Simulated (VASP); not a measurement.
Here is a VASP 6.6.1 calculation.

File INCAR:

```
SYSTEM = W3N4
ALGO = Normal
EDIFF = 1E-6
ENCUT = 910
GGA = PE
GGA_COMPAT = .False.
ISIF = 2
ISMEAR = 0
LASPH = .True.
LCHARG = .True.
LELF = .True.
LREAL = .False.
LVHAR = .True.
LWAVE = .False.
NBANDS = 40
NELM = 120
PREC = Accurate
SIGMA = 0.1
```

KPOINTS

```
k-points
0
Gamma
  8 8 8
  0 0 0
```

Contents of POSCAR:

```
W3N4
1.0
    4.5317546734      0.0000000000      0.0000000000
    0.0000000000      4.5317546734      0.0000000000
    0.0000000000      0.0000000000      4.5317546734
W N
3 4
Direct
    0.0000000000      0.0000000000      0.5000000000
    0.0000000000      0.5000000000      0.0000000000
    0.5000000000      0.0000000000      0.0000000000
    0.2530458358      0.2530458358      0.2530458358
    0.2530458358      0.7469541642      0.7469541642
    0.7469541642      0.2530458358      0.7469541642
    0.7469541642      0.7469541642      0.2530458358
```

Potentials or basis: VASP PAW PBE potentials, release 64 (W_sv, N_h).

The run is started by

```bash
$ cat potpaw_PBE.64/W_sv/POTCAR potpaw_PBE.64/N_h/POTCAR > POTCAR
$ mpirun -np 1 vasp_std > vasp.out
```

**Question.** Estimate the largest force.

**Answer.** 0.097 eV/Å.

**Question.** What does it give for the band gap on the k mesh?

**Answer.** Zero (bands 31 and 32 overlap by 1.39 eV).

**Question.** Predict the pressure.

**Answer.** 1.0 GPa.

Forces on the atoms (eV/Å):
```
W    0.000  0.000  0.000
W    0.000  0.000  0.000
W    0.000  0.000  0.000
N    0.056  0.056  0.056
N    0.056 -0.056 -0.056
N   -0.056  0.056 -0.056
N   -0.056 -0.056  0.056
```

Caveat: the cell differs from its parent crystal (atoms taken out); the cutoff is under 1.25 times the usual one of these potentials, so pressure, stress and relaxed cells hold a basis-set (Pulay) error; spin-orbit coupling is left out, which moves the levels of the heavy elements.
